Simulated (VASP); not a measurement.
Crystal: Si.

```
Si
1.0
     0.00000    2.74927    2.74927
     2.74927    0.00000    2.74927
     2.74927    2.74927    0.00000
Si
2
Cartesian
  4.1239 4.1239 4.1239
  2.7493 2.7493 2.7493
```

- Program: VASP 6.6.1
- Task: relaxation of cell and atoms
- Functional: LDA
- Potentials or basis: VASP PAW LDA potentials, release 64 (Si)
- Cutoff: 600 eV
- k mesh: 11 × 11 × 11
- Occupations: fermi-dirac, width 0.05 eV
- Spin: no spin polarisation

At the start: pressure -4.5 GPa; volume 20.78 Å³/atom.

Task: Where does the relaxation end?

Result: Over 3 steps the energy falls by 15.8 meV/atom and the volume is 19.72 Å³/atom (-5.1 %); space group Fd-3m (No. 227, to 0.05 Å).

Step by step:
```tsv
step	energy change (eV)	largest force (eV/Å)	pressure (GPa)	volume (Å³)
1	0.0000	0.0000	-4.54	41.56
2	-0.0176	0.0000	3.52	38.12
3	-0.0316	0.0000	-0.01	39.44
```

Final structure:
```
Si
1.0
     0.00000    2.70160    2.70160
     2.70160    0.00000    2.70160
     2.70160    2.70160    0.00000
Si
2
Cartesian
  4.0524 4.0524 4.0524
  2.7016 2.7016 2.7016
```
